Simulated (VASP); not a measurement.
# NaCdCl3 (P4/mmm) in VASP: notebook

NaCdCl3 is run at these levels: r2SCAN; tasks: single point.

All numbers are computed with VASP 6.6.1; they aren't measurements. Logs are shortened: lines on timing, memory, paths and dates and some standing lists are left out, and cuts for length are marked.

**1. The cell of the first run**

It takes space group P4/mmm (No. 123, tetragonal). The conventional cell has a = 5.038 Å, b = 5.038 Å, c = 5.255 Å, α = 90.00°, β = 90.00°, γ = 90.00°. Na (site symmetry 4/mmm) has 12 Cl at 3.56 to 3.64 Å and 8 Cd at 4.43 Å within 4.7 Å. Cd (site symmetry 4/mmm) has 6 Cl at 2.52 to 2.63 Å within 3.3 Å. Within 3.7 Å of Cl (site symmetry 4/mmm) lie 2 Cd at 2.63 Å and 4 Na at 3.56 Å and 8 Cl at 3.64 Å. Cl (site symmetry mmm) has 2 Cd at 2.52 Å within 3.3 Å.

**2. Single point, r2SCAN (epitaxial xy strain -2.5%)**

Input file POSCAR:

```
NaCdCl3
1.0
    5.0381224168      0.0000000000      0.0000000000
    0.0000000000      5.0381224168      0.0000000000
    0.0000000000      0.0000000000      5.2548695669
Na Cd Cl
1 1 3
Direct
    0.0000000000      0.0000000000      0.0000000000
    0.5000000000      0.5000000000      0.5000000000
    0.5000000000      0.5000000000      0.0000000000
    0.5000000000      0.0000000000      0.5000000000
    0.0000000000      0.5000000000      0.5000000000
```

Input file INCAR.step1:

```
ALGO = Normal
EDIFF = 1E-4
ENCUT = 520
GGA = PE
ISMEAR = 0
LASPH = True
LCHARG = False
LREAL = False
LWAVE = True
NBANDS = 28
NELM = 80
PREC = Accurate
SIGMA = 0.01
```

Input file INCAR.step2:

```
ALGO = Normal
EDIFF = 1E-7
ENCUT = 520
ISIF = 2
ISMEAR = 0
ISTART = 1
LASPH = True
LCHARG = False
LMIXTAU = True
LREAL = False
LWAVE = False
METAGGA = R2SCAN
NBANDS = 28
NELM = 80
PREC = Accurate
SIGMA = 0.01
```

Input file KPOINTS:

```
k-points
0
Gamma
  6 6 6
```

Potentials or basis: VASP PAW PBE potentials, release 64 (Na_pv, Cd, Cl).

Run with:

```bash
$ cat potpaw_PBE.64/Na_pv/POTCAR potpaw_PBE.64/Cd/POTCAR potpaw_PBE.64/Cl/POTCAR > POTCAR
$ cp INCAR.step1 INCAR
$ mpirun -np 1 vasp_std > vasp.out
$ cp INCAR.step2 INCAR
$ mpirun -np 1 vasp_std > vasp.out
```

OUTCAR:

```text
EDIFF = 1E-7
   ENCUT = 520
   ISIF = 2
   ISMEAR = 0
   ISTART = 1
   LASPH = True
   LREAL = False
   METAGGA = R2SCAN
   NELM = 80
   PREC = Accurate

 ion  position               nearest neighbor table
   1  0.000  0.000  0.000-
   2  0.500  0.500  0.500-   4 2.52   5 2.52   4 2.52   5 2.52   3 2.63   3 2.63
   3  0.500  0.500  0.000-   2 2.63   2 2.63
   4  0.500  0.000  0.500-   2 2.52   2 2.52
   5  0.000  0.500  0.500-   2 2.52   2 2.52

  LATTYP: Found a simple tetragonal cell.
 ALAT       =     5.0381224168
 C/A-ratio  =     1.0430214140

  Lattice vectors:

 A1 = (   5.0381224168,   0.0000000000,   0.0000000000)
 A2 = (   0.0000000000,   5.0381224168,   0.0000000000)
 A3 = (   0.0000000000,   0.0000000000,   5.2548695669)

Analysis of symmetry for initial positions (statically):
=====================================================================
 Subroutine PRICEL returns:
 Original cell was already a primitive cell.

 Routine SETGRP: Setting up the symmetry group for a
 simple tetragonal supercell.

 Subroutine GETGRP returns: Found 16 space group operations
 (whereof 16 operations were pure point group operations)
 out of a pool of 16 trial point group operations.

The static configuration has the point symmetry D_4h.

Analysis of symmetry for dynamics (positions and initial velocities):
=====================================================================
 Subroutine PRICEL returns:
 Original cell was already a primitive cell.

 Routine SETGRP: Setting up the symmetry group for a
 simple tetragonal supercell.

 Subroutine GETGRP returns: Found 16 space group operations
 (whereof 16 operations were pure point group operations)
 out of a pool of 16 trial point group operations.

The dynamic configuration has the point symmetry D_4h.

 Subroutine INISYM returns: Found 16 space group operations
 (whereof 16 operations are pure point group operations),
 and found     1 'primitive' translations

----------------------------------------------------------------------------------------

                                     Primitive cell

  volume of cell :     133.3827

  direct lattice vectors                    reciprocal lattice vectors
     5.038122417  0.000000000  0.000000000     0.198486642  0.000000000  0.000000000
     0.000000000  5.038122417  0.000000000     0.000000000  0.198486642  0.000000000
     0.000000000  0.000000000  5.254869567     0.000000000  0.000000000  0.190299681

  length of vectors
     5.038122417  5.038122417  5.254869567     0.198486642  0.198486642  0.190299681

  position of ions in fractional coordinates (direct lattice)
     0.000000000  0.000000000  0.000000000
     0.500000000  0.500000000  0.500000000
     0.500000000  0.500000000  0.000000000
     0.500000000  0.000000000  0.500000000
     0.000000000  0.500000000  0.500000000

  ion indices of the primitive-cell ions
   primitive index   ion index
                 1           1
                 2           2
                 3           3
                 4           4
                 5           5

----------------------------------------------------------------------------------------

 KPOINTS: k-points

Automatic generation of k-mesh.
 Grid dimensions read from file:
 generate k-points for:    6    6    6

 Generating k-lattice:

  Cartesian coordinates                     Fractional coordinates (reciprocal lattice)
     0.033081107  0.000000000  0.000000000     0.166666667  0.000000000  0.000000000
     0.000000000  0.033081107  0.000000000     0.000000000  0.166666667  0.000000000
     0.000000000  0.000000000  0.031716613     0.000000000  0.000000000  0.166666667

  Length of vectors
     0.033081107  0.033081107  0.031716613

  Shift w.r.t. Gamma in fractional coordinates (k-lattice)
     0.000000000  0.000000000  0.000000000

 Subroutine IBZKPT returns following result:
 ===========================================

 Found     40 irreducible k-points:

 Following reciprocal coordinates:
            Coordinates               Weight
  0.000000  0.000000  0.000000      1.000000
  0.166667  0.000000  0.000000      4.000000
  0.333333  0.000000  0.000000      4.000000
  0.500000  0.000000  0.000000      2.000000
  0.166667  0.166667  0.000000      4.000000
  0.333333  0.166667  0.000000      8.000000
[... 16 lines left out ...]
  0.333333  0.000000  0.333333      8.000000
  0.500000  0.000000  0.333333      4.000000
 [... further k-points ...]
   k-points           NKPTS =     40   k-points in BZ     NKDIM =     40   number of bands    NBANDS=     28
   number of dos      NEDOS =    301   number of ions     NIONS =      5
   total plane-waves  NPLWV =  64000
   dimension x,y,z NGX =    40 NGY =   40 NGZ =   40
   dimension x,y,z NGXF=    80 NGYF=   80 NGZF=   80
   ions per type =               1   1   3
   NGX,Y,Z   is equivalent  to a cutoff of  13.20, 13.20, 12.65 a.u.
   NGXF,Y,Z  is equivalent  to a cutoff of  26.40, 26.40, 25.31 a.u.
 SYSTEM =  unknown system
   PREC   = accura    normal or accurate (medium, high low for compatibility)
   ISTART =      1    job   : 0-new  1-cont  2-samecut
   ICHARG =      0    charge: 1-file 2-atom 10-const
   ISPIN  =      1    spin polarized calculation?
   LNONCOLLINEAR =      F non collinear calculations
   LSORBIT =      F    spin-orbit coupling
   LASPH  =      T    aspherical Exc in radial PAW
   ENCUT  =  520.0 eV  38.22 Ry    6.18 a.u.   9.37  9.37  9.77*2*pi/ulx,y,z
   NELM   =     80;   NELMIN=  2; NELMDL=  0     # of ELM steps
   EDIFF  = 0.1E-06   stopping-criterion for ELM
   LREAL  =      F    real-space projection
   EDIFFG = 0.1E-05   stopping-criterion for IOM
   NSW    =      0    number of steps for IOM
   IBRION =     -1    ionic relax: 0-MD 1-quasi-New 2-CG
   NFREE  =      0    steps in history (QN), initial steepest desc. (CG)
   ISIF   =      2    stress and relaxation
   ISYM   =      2    0-nonsym 1-usesym 2-fastsym
   POTIM  = 0.5000    time-step for ionic-motion
   TEBEG  =    0.0;   TEEND  =   0.0 temperature during run
   PSTRESS=    0.0 pullay stress
   NELECT =      40.0000    total number of electrons
   NUPDOWN=      -1.0000    fix difference up-down
   EMIN   =  10.00;   EMAX   =-10.00  energy-range for DOS
   EFERMI =   0.00;   METHOD = LEGACY
   ISMEAR =     0;   SIGMA  =   0.01  broadening in eV -4-tet -1-fermi 0-gaus
   EFERMI_NEDOS =   21; number of points for ismear=-14 and -15
   IALGO  =     38    algorithm
   IMIX   =      4    mixing-type and parameters
     AMIX     =   0.40;   BMIX     =  1.00
     AMIX_MAG =   1.60;   BMIX_MAG =  1.00
  volume/ion in A,a.u.               =      26.68       180.02
  Fermi-wavevector in a.u.,A,eV,Ry     =   1.095793  2.070748 16.337352  1.200761
  Thomas-Fermi vector in A             =   2.232123
   LORBIT       =      0    0 simple, 1 ext, 2 COOP (PROOUT), +10 PAW based schemes
   METAGGA = R2SCAN    functional components
   LHFCALC =     F    Hartree Fock is set to
   AEXX    =    0.0000 exact exchange contribution
   IVDW    =     0    specifies the selected vdW correction
   LEPSILON=     F    determine dielectric tensor
   LRPA    =     F    only Hartree local field effects (RPA)
 non-spin polarized calculation
 Gauss-broadening in eV      SIGMA  =   0.01
  energy-cutoff  :      520.00
  volume of cell :      133.38
 maximum number of plane-waves:      3620
 NGX is ok and might be reduce to    40
   NGX = 19   NGY = 19   NGZ = 19

 number of electron      39.9999998 magnetization

 Free energy of the ion-electron system (eV)
  ---------------------------------------------------
  ext. energy  EPLUGINS =         0.00000000
  ---------------------------------------------------
  free energy    TOTEN  =       -49.09459336 eV

  energy without entropy =      -49.09459336  energy(sigma->0) =      -49.09459336

 E-fermi :  -0.3627     XC(G=0):  -8.4493

 val. band max:       -0.4663423181   @ k =   0.5000   0.5000   0.5000
 cond. band min:       2.0582680313   @ k =   0.0000   0.0000   0.0000
 fundamental gap:      2.5246103494
 Fermi energy:        -0.3627446122

 k-point     1 :       0.0000    0.0000    0.0000
  band No.  band energies     occupation
      1     -24.4305      2.00000
      2     -24.4283      2.00000
      3     -24.4283      2.00000
      4     -15.1955      2.00000
      5     -14.6023      2.00000
      6     -14.4157      2.00000
[... 20 lines left out ...]
     27       9.1106      0.00000
     28      10.1557      0.00000

 k-point     2 :       0.1667    0.0000    0.0000
  band No.  band energies     occupation
      1     -24.4305      2.00000
      2     -24.4285      2.00000
      3     -24.4283      2.00000
      4     -15.1425      2.00000
      5     -14.6102      2.00000
      6     -14.4190      2.00000
[... 20 lines left out ...]
     27       9.0239      0.00000
     28      10.1870      0.00000

 k-point     3 :       0.3333    0.0000    0.0000
  band No.  band energies     occupation
      1     -24.4305      2.00000
      2     -24.4287      2.00000
      3     -24.4283      2.00000
      4     -15.0202      2.00000
      5     -14.6384      2.00000
      6     -14.4268      2.00000
[... 20 lines left out ...]
     27       9.3794      0.00000
     28      10.1235      0.00000

 k-point     4 :       0.5000    0.0000    0.0000
  band No.  band energies     occupation
      1     -24.4305      2.00000
      2     -24.4288      2.00000
      3     -24.4283      2.00000
      4     -14.9432      2.00000
      5     -14.6664      2.00000
      6     -14.4313      2.00000
[... 20 lines left out ...]
     27       9.6296      0.00000
     28       9.7630      0.00000

 k-point     5 :       0.1667    0.1667    0.0000
  band No.  band energies     occupation
      1     -24.4305      2.00000
      2     -24.4285      2.00000
      3     -24.4284      2.00000
      4     -15.0894      2.00000
      5     -14.6155      2.00000
      6     -14.4238      2.00000
[... 20 lines left out ...]
     27       9.3031      0.00000
     28       9.9953      0.00000

 k-point     6 :       0.3333    0.1667    0.0000
  band No.  band energies     occupation
      1     -24.4305      2.00000
      2     -24.4287      2.00000
      3     -24.4284      2.00000
      4     -14.9666      2.00000
      5     -14.6376      2.00000
      6     -14.4357      2.00000
[... 463 lines left out ...]
      5     -14.5993      2.00000
      6     -14.4305      2.00000
[... 20 lines left out ...]
     27       9.5642      0.00000
     28       9.8016      0.00000

 k-point    22 :       0.1667    0.0000    0.3333
  band No.  band energies     occupation
      1     -24.4307      2.00000
      2     -24.4284      2.00000
      3     -24.4283      2.00000
      4     -15.0570      2.00000
      5     -14.6068      2.00000
      6     -14.4292      2.00000
[... 20 lines left out ...]
     27       9.5773      0.00000
     28       9.8045      0.00000

 k-point    23 :       0.3333    0.0000    0.3333
  band No.  band energies     occupation
      1     -24.4307      2.00000
      2     -24.4287      2.00000
      3     -24.4283      2.00000
      4     -14.9403      2.00000
      5     -14.6332      2.00000
      6     -14.4271      2.00000
[... 20 lines left out ...]
     27       9.0961      0.00000
     28       9.7060      0.00000

 k-point    24 :       0.5000    0.0000    0.3333
  band No.  band energies     occupation
      1     -24.4306      2.00000
      2     -24.4288      2.00000
      3     -24.4283      2.00000
      4     -14.8659      2.00000
      5     -14.6604      2.00000
      6     -14.4263      2.00000
[... 20 lines left out ...]
     27       8.5938      0.00000
     28       9.6156      0.00000

 [... further k-points ...]
[... 5 lines left out ...]
  --------------------------------------------------------------------------------------
  -------------------------------------------------------------------------------------
  Total        1.9336674      1.9336674      0.1238599      0.0000000     -0.0000000      0.0000000
  in kB       23.2269927     23.2269927      1.4877905      0.0000000     -0.0000000      0.0000000
  external PRESSURE =      15.9805919 kB  Pullay stress =       0.0000000 kB

 VOLUME and BASIS-vectors are now :
 -----------------------------------------------------------------------------
  energy-cutoff  :      520.00
  volume of cell :      133.38
      direct lattice vectors                 reciprocal lattice vectors
     5.038122417  0.000000000  0.000000000     0.198486642  0.000000000  0.000000000
     0.000000000  5.038122417  0.000000000     0.000000000  0.198486642  0.000000000
     0.000000000  0.000000000  5.254869567     0.000000000  0.000000000  0.190299681

 POSITION                                       TOTAL-FORCE (eV/Angst)
 -----------------------------------------------------------------------------------
      0.00000      0.00000      0.00000         0.000000      0.000000      0.000000
      2.51906      2.51906      2.62743         0.000000      0.000000      0.000000
      2.51906      2.51906      0.00000         0.000000      0.000000      0.000000
      2.51906      0.00000      2.62743         0.000000      0.000000      0.000000
      0.00000      2.51906      2.62743         0.000000      0.000000      0.000000
 -----------------------------------------------------------------------------------
    total drift:                               -0.000000      0.000000     -0.000000

  FREE ENERGIE OF THE ION-ELECTRON SYSTEM (eV)
  ---------------------------------------------------
  free  energy   TOTEN  =       -49.0945933598 eV

  energy  without entropy=      -49.0945933598  energy(sigma->0) =      -49.09459336
```

Run time: 7 min. Hardware: 1 thread of Intel Xeon Platinum 8259CL at 2.50GHz (Skylake/Cascade Lake), shared host; peak memory 0.34 GiB.

What came out:

```
Free energy            : -49.0946 eV
Pressure               : 1.6 GPa
Band gap on the k mesh : 2.52 eV (least direct gap 3.57 eV)
```

Stress tensor (GPa, compression positive):
```
2.32 0.00 0.00
0.00 2.32 0.00
0.00 0.00 0.15
```

Caveat: the cell differs from its parent crystal (epitaxial xy strain -2.5%); the PAW data sets were made with another functional, which shifts forces and pressure a little. A k mesh can miss the band edges.

**3. Single point, r2SCAN (epitaxial xy strain -0.5%)**

POSCAR: that of step 2 with these lines changed.

```diff
@@ -2,5 +2,5 @@
 1.0
-    5.0381224168      0.0000000000      0.0000000000
-    0.0000000000      5.0381224168      0.0000000000
-    0.0000000000      0.0000000000      5.2548695669
+    5.1414685176      0.0000000000      0.0000000000
+    0.0000000000      5.1414685176      0.0000000000
+    0.0000000000      0.0000000000      5.1815487241
 Na Cd Cl
```

Input file INCAR.step1:

```
PREC = Accurate ; ENCUT = 520
ISMEAR = 0 ; SIGMA = 0.01
LREAL = F ; LASPH = T
NELM = 100 ; NBANDS = 28
GGA = PE ; ALGO = Normal
EDIFF = 1E-4 ; LWAVE = T
LCHARG = F
```

Input file INCAR.step2:

```
PREC = Accurate ; ENCUT = 520
EDIFF = 1E-6 ; ISMEAR = 0
SIGMA = 0.01 ; LREAL = F
LASPH = T ; NELM = 100
ALGO = Normal ; ISIF = 2
LWAVE = F ; LCHARG = F
METAGGA = R2SCAN ; LMIXTAU = T
NBANDS = 28 ; ISTART = 1
```

Input file KPOINTS:

```
regular mesh
0
Gamma
  6 6 6
```

Potentials or basis: VASP PAW PBE potentials, release 64 (Na_pv, Cd, Cl).

Run with:

```bash
$ cat potpaw_PBE.64/Na_pv/POTCAR potpaw_PBE.64/Cd/POTCAR potpaw_PBE.64/Cl/POTCAR > POTCAR
$ cp INCAR.step1 INCAR
$ mpirun -np 1 vasp_std > vasp.out
$ cp INCAR.step2 INCAR
$ mpirun -np 1 vasp_std > vasp.out
```

It took 6.4 min on 1 thread of Intel Xeon Platinum 8259CL at 2.50GHz (Skylake/Cascade Lake), shared host; peak memory 0.34 GiB.

The run converged. Its results:

- Free energy: -49.1416 eV
- Pressure: 0.4 GPa
- Band gap on the k mesh: 2.57 eV (least direct gap 3.44 eV)

Stress tensor (GPa, compression positive):
```
0.53 0.00 0.00
0.00 0.53 0.00
0.00 0.00 0.17
```

Levels at points of the mesh, in eV from the valence-band top:
```tsv
k point	band 18	band 19	band 20	band 21	band 22	band 23
(0.00, 0.00, 0.00)	-0.87	-0.87	-0.87	2.57	4.48	8.44
(0.50, 0.00, 0.00)	-1.18	-0.92	-0.92	5.25	6.23	6.86
(0.50, 0.50, 0.00)	-1.17	-0.37	-0.01	6.64	7.18	7.84
(0.00, 0.00, 0.50)	-1.17	-0.93	-0.93	5.16	6.19	6.86
(0.50, 0.00, 0.50)	-1.15	-0.38	-0.04	6.64	7.11	7.80
(0.50, 0.50, 0.50)	-0.37	-0.04	0.00	5.43	7.09	7.17
```

Caveat: the cell differs from its parent crystal (epitaxial xy strain -0.5%); the PAW data sets were made with another functional, which shifts forces and pressure a little. A k mesh can miss the band edges.
